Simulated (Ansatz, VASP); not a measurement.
# Si2W in VASP and in Ansatz

```
CELL_PARAMETERS angstrom
-1.60690 1.60690 3.91495
1.60690 -1.60690 3.91495
1.60690 1.60690 -3.91495
ATOMIC_POSITIONS crystal
W 0.00000 0.00000 0.00000
Si 0.66530 0.66530 0.00000
Si 0.33470 0.33470 0.00000
```

Alike in both runs: task single point; functional PBE; k mesh 12 × 12 × 12; occupations gaussian, width 0.022 eV; no spin polarisation.

|  | VASP | Ansatz |
| --- | --- | --- |
| version | VASP 6.6.1 | Ansatz 0.2.0 |
| potentials or method | VASP PAW PBE potentials, release 64 (W_sv, Si) | Ansatz PAW |
| plane-wave cutoff (eV) | 520 | 420 |
| valence electrons in the cell | 22 | 22 |

```csv
,VASP,Ansatz,Ansatz less VASP
gap on the k mesh at the Fermi level (eV),none,none,-
pressure (GPa),3.4,3.3,-0.10
"traceless stress, the component that is largest in VASP (GPa)",0.37,0.43,+0.056
rms of the force components (eV/Å),0.040,0.038,-0.0012
```

Atom by atom the forces differ by 0.001 eV/Å (rms over components). A gap of «none» marks a metal or a gap that the smearing closes. The functional is the same, so the differences come from potentials, cutoffs and numerics.

Spin-orbit coupling is off throughout.
